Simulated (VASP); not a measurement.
Input of a VASP 6.6.1 run:

POSCAR

```
CoOs
1.0
    2.6712738749      0.0000000000      0.0000000000
   -1.3356369374      2.3133910361      0.0000000000
    0.0000000000      0.0000000000      4.1165570000
Co Os
1 1
Direct
    0.6666666667      0.3333333333      0.5000000000
    0.3333333333      0.6666666667      0.0000000000
```

File INCAR.step1:

```
SYSTEM = CoOs
PREC = Accurate ; ENCUT = 520
EDIFF = 1E-6 ; ISMEAR = -1
SIGMA = 0.1 ; LREAL = .FALSE.
LASPH = .TRUE. ; NELM = 150
ALGO = Normal ; ISIF = 2
LWAVE = .FALSE. ; LCHARG = .TRUE.
ISPIN = 2 ; MAGMOM = 0.8 0
LMAXMIX = 4 ; GGA = PS
NBANDS = 20
```

Contents of KPOINTS.step1:

```
Automatic mesh
0
G
  14 14 8
  0 0 0
```

INCAR.step2

```
SYSTEM = CoOs
PREC = Accurate ; ENCUT = 520
EDIFF = 1E-6 ; ISMEAR = -5
SIGMA = 0.1 ; LREAL = .FALSE.
LASPH = .TRUE. ; NELM = 150
ALGO = Normal ; ISIF = 2
LWAVE = .FALSE. ; LCHARG = .FALSE.
ISPIN = 2 ; MAGMOM = 0.8 0
LORBIT = 11 ; LMAXMIX = 4
GGA = PS ; NBANDS = 20
NEDOS = 2001 ; ICHARG = 11
```

The input KPOINTS.step2:

```
Automatic mesh
0
G
  21 21 12
  0 0 0
```

Potentials or basis: VASP PAW PBE potentials, release 64 (Co, Os).

Command:

```console
$ cat potpaw_PBE.64/Co/POTCAR potpaw_PBE.64/Os/POTCAR > POTCAR
$ cp INCAR.step1 INCAR
$ cp KPOINTS.step1 KPOINTS
$ mpirun -np 1 vasp_std > vasp.out
$ cp INCAR.step2 INCAR
$ cp KPOINTS.step2 KPOINTS
$ mpirun -np 1 vasp_std > vasp.out
```

(1) What does it give for the net moment?

(2) What does it give for the site moments?

Answers

(1) 0.77 μB per cell.

(2) Co +0.83; Os -0.02 μB.
